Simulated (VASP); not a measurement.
# PbSe (Pm-3m) in VASP: notebook

Aim: see how the results for PbSe move with the level of theory and the settings. Levels: LDA, RPBE, revPBE. Tasks: single point.

All numbers are computed with VASP 6.6.1; they aren't measurements. Logs are shortened: lines on timing, memory, paths and dates and some standing lists are left out, and cuts for length are marked.

## (1) The cell of the first run

It takes space group Pm-3m (No. 221, cubic). Conventional cell: a = 3.784 Å, b = 3.784 Å, c = 3.784 Å, α = 90.00°, β = 90.00°, γ = 90.00°. Pb (site symmetry m-3m) has 8 Se at 3.28 Å and 6 Pb at 3.78 Å within 4.3 Å. Se (site symmetry m-3m) has 8 Pb at 3.28 Å and 6 Se at 3.78 Å within 4.3 Å.

## (2) Single point, LDA

INCAR reads:

```
SYSTEM = PbSe
PREC = Accurate
ENCUT = 520
EDIFF = 1E-6
ISMEAR = -1
SIGMA = 0.05
LREAL = .False.
LASPH = .True.
NELM = 100
ALGO = Normal
ISIF = 2
LWAVE = .False.
LCHARG = .False.
GGA = CA
NBANDS = 17
```

KPOINTS reads:

```
regular mesh
0
Gamma
  7 7 7
  0 0 0
```

POSCAR reads:

```
PbSe
1.0
    3.7843220000      0.0000000000      0.0000000000
    0.0000000000      3.7843220000      0.0000000000
    0.0000000000      0.0000000000      3.7843220000
Pb Se
1 1
Direct
    0.0000000000      0.0000000000      0.0000000000
    0.5000000000      0.5000000000      0.5000000000
```

Potentials or basis: VASP PAW LDA potentials, release 64 (Pb_d, Se).

Launch:

```sh
cat potpaw_LDA.64/Pb_d/POTCAR potpaw_LDA.64/Se/POTCAR > POTCAR
mpirun -np 1 vasp_std > vasp.out
```

OUTCAR:

```text
SYSTEM = PbSe
   PREC = Accurate
   ENCUT = 520
   EDIFF = 1E-6
   ISMEAR = -1
   LREAL = .False.
   LASPH = .True.
   NELM = 100
   ISIF = 2
   GGA = CA

 ion  position               nearest neighbor table
   1  0.000  0.000  0.000-   2 3.28   2 3.28   2 3.28   2 3.28   2 3.28   2 3.28   2 3.28   2 3.28

   2  0.500  0.500  0.500-   1 3.28   1 3.28   1 3.28   1 3.28   1 3.28   1 3.28   1 3.28   1 3.28

  LATTYP: Found a simple cubic cell.
 ALAT       =     3.7843220000

  Lattice vectors:

 A1 = (   3.7843220000,   0.0000000000,   0.0000000000)
 A2 = (   0.0000000000,   3.7843220000,   0.0000000000)
 A3 = (   0.0000000000,   0.0000000000,   3.7843220000)

Analysis of symmetry for initial positions (statically):
=====================================================================
 Subroutine PRICEL returns:
 Original cell was already a primitive cell.

 Routine SETGRP: Setting up the symmetry group for a
 simple cubic supercell.

 Subroutine GETGRP returns: Found 48 space group operations
 (whereof 48 operations were pure point group operations)
 out of a pool of 48 trial point group operations.

The static configuration has the point symmetry O_h .

Analysis of symmetry for dynamics (positions and initial velocities):
=====================================================================
 Subroutine PRICEL returns:
 Original cell was already a primitive cell.

 Routine SETGRP: Setting up the symmetry group for a
 simple cubic supercell.

 Subroutine GETGRP returns: Found 48 space group operations
 (whereof 48 operations were pure point group operations)
 out of a pool of 48 trial point group operations.

The dynamic configuration has the point symmetry O_h .

 Subroutine INISYM returns: Found 48 space group operations
 (whereof 48 operations are pure point group operations),
 and found     1 'primitive' translations

----------------------------------------------------------------------------------------

                                     Primitive cell

  volume of cell :      54.1956

  direct lattice vectors                    reciprocal lattice vectors
     3.784322000  0.000000000  0.000000000     0.264248127  0.000000000  0.000000000
     0.000000000  3.784322000  0.000000000     0.000000000  0.264248127  0.000000000
     0.000000000  0.000000000  3.784322000     0.000000000  0.000000000  0.264248127

  length of vectors
     3.784322000  3.784322000  3.784322000     0.264248127  0.264248127  0.264248127

  position of ions in fractional coordinates (direct lattice)
     0.000000000  0.000000000  0.000000000
     0.500000000  0.500000000  0.500000000

  ion indices of the primitive-cell ions
   primitive index   ion index
                 1           1
                 2           2

----------------------------------------------------------------------------------------

 KPOINTS: regular mesh

Automatic generation of k-mesh.
 Grid dimensions read from file:
 generate k-points for:    7    7    7

 Generating k-lattice:

  Cartesian coordinates                     Fractional coordinates (reciprocal lattice)
     0.037749732  0.000000000  0.000000000     0.142857143  0.000000000  0.000000000
     0.000000000  0.037749732  0.000000000     0.000000000  0.142857143  0.000000000
     0.000000000  0.000000000  0.037749732     0.000000000  0.000000000  0.142857143

  Length of vectors
     0.037749732  0.037749732  0.037749732

  Shift w.r.t. Gamma in fractional coordinates (k-lattice)
     0.000000000  0.000000000  0.000000000

 Subroutine IBZKPT returns following result:
 ===========================================

 Found     20 irreducible k-points:

 Following reciprocal coordinates:
            Coordinates               Weight
  0.000000  0.000000  0.000000      1.000000
  0.142857  0.000000  0.000000      6.000000
  0.285714  0.000000  0.000000      6.000000
  0.428571  0.000000  0.000000      6.000000
  0.142857  0.142857  0.000000     12.000000
  0.285714  0.142857  0.000000     24.000000
[... 12 lines left out ...]
  0.428571  0.428571  0.285714     24.000000
  0.428571  0.428571  0.428571      8.000000
   k-points           NKPTS =     20   k-points in BZ     NKDIM =     20   number of bands    NBANDS=     17
   number of dos      NEDOS =    301   number of ions     NIONS =      2
   total plane-waves  NPLWV =  21952
   dimension x,y,z NGX =    28 NGY =   28 NGZ =   28
   dimension x,y,z NGXF=    56 NGYF=   56 NGZF=   56
   ions per type =               1   1
   NGX,Y,Z   is equivalent  to a cutoff of  12.30, 12.30, 12.30 a.u.
   NGXF,Y,Z  is equivalent  to a cutoff of  24.60, 24.60, 24.60 a.u.
 SYSTEM =  PbSe
   PREC   = accura    normal or accurate (medium, high low for compatibility)
   ISTART =      0    job   : 0-new  1-cont  2-samecut
   ICHARG =      2    charge: 1-file 2-atom 10-const
   ISPIN  =      1    spin polarized calculation?
   LNONCOLLINEAR =      F non collinear calculations
   LSORBIT =      F    spin-orbit coupling
   LASPH  =      T    aspherical Exc in radial PAW
   ENCUT  =  520.0 eV  38.22 Ry    6.18 a.u.   7.04  7.04  7.04*2*pi/ulx,y,z
   NELM   =    100;   NELMIN=  2; NELMDL= -5     # of ELM steps
   EDIFF  = 0.1E-05   stopping-criterion for ELM
   LREAL  =      F    real-space projection
   EDIFFG = 0.1E-04   stopping-criterion for IOM
   NSW    =      0    number of steps for IOM
   IBRION =     -1    ionic relax: 0-MD 1-quasi-New 2-CG
   NFREE  =      0    steps in history (QN), initial steepest desc. (CG)
   ISIF   =      2    stress and relaxation
   ISYM   =      2    0-nonsym 1-usesym 2-fastsym
   POTIM  = 0.5000    time-step for ionic-motion
   TEBEG  =    0.0;   TEEND  =   0.0 temperature during run
   PSTRESS=    0.0 pullay stress
   NELECT =      20.0000    total number of electrons
   NUPDOWN=      -1.0000    fix difference up-down
   EMIN   =  10.00;   EMAX   =-10.00  energy-range for DOS
   EFERMI =   0.00;   METHOD = LEGACY
   ISMEAR =    -1;   SIGMA  =   0.05  broadening in eV -4-tet -1-fermi 0-gaus
   EFERMI_NEDOS =   21; number of points for ismear=-14 and -15
   IALGO  =     38    algorithm
   IMIX   =      4    mixing-type and parameters
     AMIX     =   0.40;   BMIX     =  1.00
     AMIX_MAG =   1.60;   BMIX_MAG =  1.00
  volume/ion in A,a.u.               =      27.10       182.87
  Fermi-wavevector in a.u.,A,eV,Ry     =   1.174258  2.219025 18.760817  1.378881
  Thomas-Fermi vector in A             =   2.310658
   LORBIT       =      0    0 simple, 1 ext, 2 COOP (PROOUT), +10 PAW based schemes
   GGA     = CA    functional components
   LHFCALC =     F    Hartree Fock is set to
   AEXX    =    0.0000 exact exchange contribution
   IVDW    =     0    specifies the selected vdW correction
   LEPSILON=     F    determine dielectric tensor
   LRPA    =     F    only Hartree local field effects (RPA)
 non-spin polarized calculation
  energy-cutoff  :      520.00
  volume of cell :       54.20
 maximum number of plane-waves:      1474
   NGX = 15   NGY = 15   NGZ = 15

 number of electron      20.0000006 magnetization

 Free energy of the ion-electron system (eV)
  ---------------------------------------------------
  ext. energy  EPLUGINS =         0.00000000
  ---------------------------------------------------
  free energy    TOTEN  =        -8.97939397 eV

  energy without entropy =       -8.96920256  energy(sigma->0) =       -8.97429826

 E-fermi :   5.1541     XC(G=0): -10.2371

 val. band max:        5.1499468743   @ k =   0.4286   0.4286   0.0000
 cond. band min:       5.1578368509   @ k =   0.1429   0.1429   0.1429
 fundamental gap:      0.0078899766
 Fermi energy:         5.1541245920

 k-point     1 :       0.0000    0.0000    0.0000
  band No.  band energies     occupation
      1     -11.6674      2.00000
      2     -11.6674      2.00000
      3     -11.5184      2.00000
      4     -11.5184      2.00000
      5     -11.5184      2.00000
      6      -8.0400      2.00000
[... 9 lines left out ...]
     16      16.3976      0.00000
     17      18.0107      0.00000

 k-point     2 :       0.1429    0.0000    0.0000
  band No.  band energies     occupation
      1     -11.6661      2.00000
      2     -11.6452      2.00000
      3     -11.5266      2.00000
      4     -11.5266      2.00000
      5     -11.5177      2.00000
      6      -7.8921      2.00000
[... 9 lines left out ...]
     16      17.0610      0.00000
     17      17.3783      0.00000

 k-point     3 :       0.2857    0.0000    0.0000
  band No.  band energies     occupation
      1     -11.6632      2.00000
      2     -11.5955      2.00000
      3     -11.5449      2.00000
      4     -11.5449      2.00000
      5     -11.5160      2.00000
      6      -7.4956      2.00000
[... 9 lines left out ...]
     16      15.1260      0.00000
     17      17.5387      0.00000

 k-point     4 :       0.4286    0.0000    0.0000
  band No.  band energies     occupation
      1     -11.6609      2.00000
      2     -11.5595      2.00000
      3     -11.5595      2.00000
      4     -11.5559      2.00000
      5     -11.5147      2.00000
      6      -7.0665      2.00000
[... 9 lines left out ...]
     16      17.1604      0.00000
     17      18.1840      0.00000
[... 263 lines left out ...]
      1     -11.6059      2.00000
      2     -11.5892      2.00000
      3     -11.5701      2.00000
      4     -11.5480      2.00000
      5     -11.5066      2.00000
      6      -6.4214      2.00000
[... 9 lines left out ...]
     16      15.9867      0.00000
     17      19.0545      0.00000

 k-point    19 :       0.4286    0.4286    0.2857
  band No.  band energies     occupation
      1     -11.6213      2.00000
      2     -11.5881      2.00000
      3     -11.5866      2.00000
      4     -11.5265      2.00000
      5     -11.4831      2.00000
      6      -6.2637      2.00000
[... 9 lines left out ...]
     16      17.1008      0.00000
     17      19.5611      0.00000

 k-point    20 :       0.4286    0.4286    0.4286
  band No.  band energies     occupation
      1     -11.6106      2.00000
      2     -11.6059      2.00000
      3     -11.6059      2.00000
      4     -11.4822      2.00000
      5     -11.4822      2.00000
      6      -6.1647      2.00000
[... 9 lines left out ...]
     16      18.1265      0.00000
     17      21.8358      0.00000

------------------------ aborting loop because EDIFF is reached ----------------------------------------

  FORCE on cell =-STRESS in cart. coord.  units (eV):
  Direction    XX          YY          ZZ          XY          YZ          ZX
  --------------------------------------------------------------------------------------
  -------------------------------------------------------------------------------------
  Total       -1.6067014     -1.6067014     -1.6067014     -0.0000000     -0.0000000     -0.0000000
  in kB      -47.4986765    -47.4986765    -47.4986765     -0.0000000     -0.0000000     -0.0000000
  external PRESSURE =     -47.4986765 kB  Pullay stress =       0.0000000 kB

 VOLUME and BASIS-vectors are now :
 -----------------------------------------------------------------------------
  energy-cutoff  :      520.00
  volume of cell :       54.20
      direct lattice vectors                 reciprocal lattice vectors
     3.784322000  0.000000000  0.000000000     0.264248127  0.000000000  0.000000000
     0.000000000  3.784322000  0.000000000     0.000000000  0.264248127  0.000000000
     0.000000000  0.000000000  3.784322000     0.000000000  0.000000000  0.264248127

 POSITION                                       TOTAL-FORCE (eV/Angst)
 -----------------------------------------------------------------------------------
      0.00000      0.00000      0.00000         0.000000      0.000000      0.000000
      1.89216      1.89216      1.89216         0.000000      0.000000      0.000000
 -----------------------------------------------------------------------------------
    total drift:                               -0.000000      0.000000     -0.000000

  FREE ENERGIE OF THE ION-ELECTRON SYSTEM (eV)
  ---------------------------------------------------
  free  energy   TOTEN  =        -8.9793939713 eV

  energy  without entropy=       -8.9692025567  energy(sigma->0) =       -8.97429826
```

Wall time 10 s (1 thread of Intel Xeon 6975P-C, shared host); peak memory 0.15 GiB.

Results:

```yaml
Free_energy: -8.9794 eV
Pressure: -4.7 GPa
Band_gap_on_the_k_mesh: zero (band 10 reaches 5.16 eV, above the bottom of band 11 at 4.97 eV)
```

Caveat: spin-orbit coupling is left out, which moves the levels of the heavy elements.

## (3) Single point, RPBE

INCAR reads:

```
SYSTEM = PbSe
ALGO     = Normal         ! electronic algorithm
EDIFF    = 1E-6           ! SCF threshold, eV
ENCUT    = 520            ! plane-wave cutoff, eV
GGA      = RP             ! functional
ISIF     = 2              ! what is computed and relaxed
ISMEAR   = -1             ! smearing method
LASPH    = .True.         ! aspherical terms in the spheres
LCHARG   = .False.        ! write CHGCAR
LREAL    = .False.        ! projectors in reciprocal space
LWAVE    = .False.        ! write WAVECAR
NBANDS   = 17             ! bands
NELM     = 100            ! most SCF steps
PREC     = Accurate       ! precision mode
SIGMA    = 0.05           ! smearing width, eV
```

KPOINTS reads:

```
k-points
0
Gamma
  7 7 7
  0 0 0
```

POSCAR is that of step 2.

Potentials or basis: VASP PAW PBE potentials, release 64 (Pb_d, Se).

Launch:

```sh
cat potpaw_PBE.64/Pb_d/POTCAR potpaw_PBE.64/Se/POTCAR > POTCAR
mpirun -np 1 vasp_std > vasp.out
```

It took 14 s on 1 thread of Intel Xeon 6975P-C, shared host; peak memory 0.16 GiB.

It converged, with:

| Property | Result |
| --- | --- |
| Free energy | -6.9920 eV |
| Pressure | 1.7 GPa |
| Band gap on the k mesh | zero (band 10 reaches 5.42 eV, above the bottom of band 11 at 5.35 eV) |

Levels at points of the mesh, in eV from the Fermi level:
```csv
k point,band 6,band 7,band 8,band 9,band 10,band 11,band 12,band 13,band 14,band 15
"(0.00, 0.00, 0.00)",-13.15,-6.99,-1.46,-1.46,-1.46,5.19,5.19,6.13,6.13,6.13
```

Caveat: the PAW data sets were made with another functional, which shifts forces and pressure a little; spin-orbit coupling is left out, which moves the levels of the heavy elements.

## (4) Single point, revPBE

INCAR reads:

```
SYSTEM = PbSe
PREC = Accurate ; ENCUT = 520
EDIFF = 1E-6 ; ISMEAR = -1
SIGMA = 0.05 ; LREAL = .False.
LASPH = .True. ; NELM = 60
ALGO = Normal ; ISIF = 2
LWAVE = .False. ; LCHARG = .False.
GGA = RE ; NBANDS = 17
```

KPOINTS reads:

```
regular mesh
0
Gamma
  7 7 7
  0 0 0
```

POSCAR is that of step 3.

Launch:

```sh
cat potpaw_PBE.64/Pb_d/POTCAR potpaw_PBE.64/Se/POTCAR > POTCAR
mpirun -np 1 vasp_std > vasp.out
```

It took 12 s on 1 thread of Intel Xeon 6975P-C, shared host; peak memory 0.16 GiB.

Results (log left out):

| Property | Result |
| --- | --- |
| Free energy | -7.0916 eV |
| Pressure | 1.2 GPa |
| Band gap on the k mesh | zero (band 10 reaches 5.39 eV, above the bottom of band 11 at 5.30 eV) |

Levels at points of the mesh, in eV from the Fermi level:
| k point | band 8 | band 9 | band 10 | band 11 | band 12 | band 13 |
| --- | --- | --- | --- | --- | --- | --- |
| (0.00, 0.00, 0.00) | -1.46 | -1.46 | -1.46 | 5.18 | 5.18 | 6.13 |

Caveat: the PAW data sets were made with another functional, which shifts forces and pressure a little; spin-orbit coupling is left out, which moves the levels of the heavy elements.

## (5) Single point, RPBE

This run uses another cell than the first one, of 28.14 Å³/atom, 1.038 times its volume.

INCAR reads:

```
SYSTEM = PbSe
PREC = Accurate
ENCUT = 520
EDIFF = 1E-6
ISMEAR = -1
SIGMA = 0.05
LREAL = .FALSE.
LASPH = .TRUE.
NELM = 60
ALGO = Normal
ISIF = 2
LWAVE = .FALSE.
LCHARG = .FALSE.
GGA = RP
NBANDS = 17
```

KPOINTS reads:

```
Automatic mesh
0
G
  7 7 7
  0 0 0
```

POSCAR reads:

```
PbSe
1.0
    3.8322438868      0.0000000000      0.0000000000
    0.0000000000      3.8322438868      0.0000000000
    0.0000000000      0.0000000000      3.8322438868
Pb Se
1 1
Direct
    0.0000000000      0.0000000000      0.0000000000
    0.5000000000      0.5000000000      0.5000000000
```

Launch:

```sh
cat potpaw_PBE.64/Pb_d/POTCAR potpaw_PBE.64/Se/POTCAR > POTCAR
mpirun -np 1 vasp_std > vasp.out
```

It took 17 s on 1 thread of Intel Xeon 6975P-C, shared host; peak memory 0.17 GiB.

It converged, with:

```
Free energy            : -7.0030 eV
Pressure               : 0.0 GPa
Band gap on the k mesh : zero (filled and empty bands overlap)
```

Levels at points of the mesh, in eV from the Fermi level:
| k point | band 6 | band 7 | band 8 | band 9 | band 10 | band 11 | band 12 | band 13 | band 14 | band 15 |
| --- | --- | --- | --- | --- | --- | --- | --- | --- | --- | --- |
| (0.00, 0.00, 0.00) | -12.93 | -7.11 | -1.38 | -1.38 | -1.38 | 5.20 | 5.20 | 5.85 | 5.85 | 5.85 |

Caveat: the PAW data sets were made with another functional, which shifts forces and pressure a little; spin-orbit coupling is left out, which moves the levels of the heavy elements.

## (6) The runs side by side

| level | potentials or basis | cell | gap on the mesh (eV) | pressure (GPa) |
| --- | --- | --- | --- | --- |
| LDA | VASP PAW LDA potentials, release 64 (Pb_d, Se) | a = 3.784 Å, 2 atoms | none | -4.7 |
| RPBE | VASP PAW PBE potentials, release 64 (Pb_d, Se) | a = 3.784 Å, 2 atoms | none | 1.7 |
| revPBE | VASP PAW PBE potentials, release 64 (Pb_d, Se) | a = 3.784 Å, 2 atoms | none | 1.2 |
| RPBE | VASP PAW PBE potentials, release 64 (Pb_d, Se) | a = 3.832 Å, 2 atoms | none | 0.0 |

Alike in all rows: task single point; no spin polarisation; k mesh 7 × 7 × 7; cutoff (eV) 520; smearing fermi-dirac 0.05 eV.

Caveats: spin-orbit coupling is left out, which moves the levels of the heavy elements; the PAW data sets were made with another functional, which shifts forces and pressure a little (some runs).

Total energies depend on the potentials used, so only differences within one code and one set of settings carry meaning.
